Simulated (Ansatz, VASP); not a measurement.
O: VASP beside Ansatz

INCAR

```
SYSTEM = O
ALGO     = Normal         ! electronic algorithm
EDIFF    = 1E-7           ! SCF threshold, eV
ENCUT    = 520            ! plane-wave cutoff, eV
GGA      = PE             ! functional
ISIF     = 2              ! what is computed and relaxed
ISMEAR   = -1             ! smearing method
ISPIN    = 2              ! spin polarisation
LASPH    = .True.         ! aspherical terms in the spheres
LCHARG   = .True.         ! write CHGCAR
LELF     = .True.         ! ELF
LORBIT   = 11             ! projections on sites
LREAL    = .False.        ! projectors in reciprocal space
LVHAR    = .True.       
LWAVE    = .False.        ! write WAVECAR
MAGMOM   = 1 -1           ! initial moments
NBANDS   = 17             ! bands
NELM     = 150            ! most SCF steps
PREC     = Accurate       ! precision mode
SIGMA    = 0.05           ! smearing width, eV
```

File KPOINTS:

```
k-points
0
Gamma
  10 10 8
  0 0 0
```

The input POSCAR:

```
O
1.0
    2.8514028533     -1.6624159400      0.0000000000
    2.8514028533      1.6624159400      0.0000000000
   -2.3944914034      0.0000000000      3.6470501824
O
2
Direct
    0.0254538300      0.0254538300      0.1555740200
    0.9745461700      0.9745461700      0.8444259800
```

Input for Ansatz:

```yaml
crystal:
  lattice:
    - [2.8514028533, -1.66241594, 0.0]
    - [2.8514028533, 1.66241594, 0.0]
    - [-2.3944914034, 0.0, 3.6470501824]
  atoms:
    - { symbol: O, position: [0.02545383, 0.02545383, 0.15557402], spin: 1.0 }
    - { symbol: O, position: [0.97454617, 0.97454617, 0.84442598], spin: -1.0 }
magnetization:
  spin_polarized: true
kpoints:
  mp_grid: { grid: [10, 10, 8] }
scf:
  occupations: { method: fermi_dirac, width: 0.05 }
  lower_state_search: "off"
hamiltonian:
  xc: pbe
  pseudopotentials: { kind: paw }
output:
  forces: true
  stress: true
  eigenvalues: true
  populations: true
  write_density: true
  write_potential: true
  elf: true
  volumetric_format: npy
```

Alike in both runs: task single point; functional PBE; k mesh 10 × 10 × 8; occupations fermi-dirac, width 0.05 eV; collinear spin.

|  | VASP | Ansatz |
| --- | --- | --- |
| version | VASP 6.6.1 | Ansatz 0.2.0 |
| potentials or method | VASP PAW PBE potentials, release 64 (O) | PAW with Ansatz's default frozen-core files, scalar-relativistic |
| plane-wave cutoff (eV) | 520 | 420 |
| valence electrons in the cell | 12 | 12 |

```tsv
	VASP	Ansatz	Ansatz less VASP
pressure (GPa)	-0.2	-2.1	-1.85
traceless stress, the component that is largest in VASP (GPa)	-2.99	-0.92	+2.072
rms of the force components (eV/Å)	0.494	0.185	-0.3084
net moment per atom (μB)	0.00	0.00	0.000
```

Atom by atom the forces differ by 0.644 eV/Å (rms over components). Ansatz's warnings: negative dielectric reading, seeded moment not kept.

Noted on VASP's run: the standard files for N, O and F lose accuracy on very short bonds.
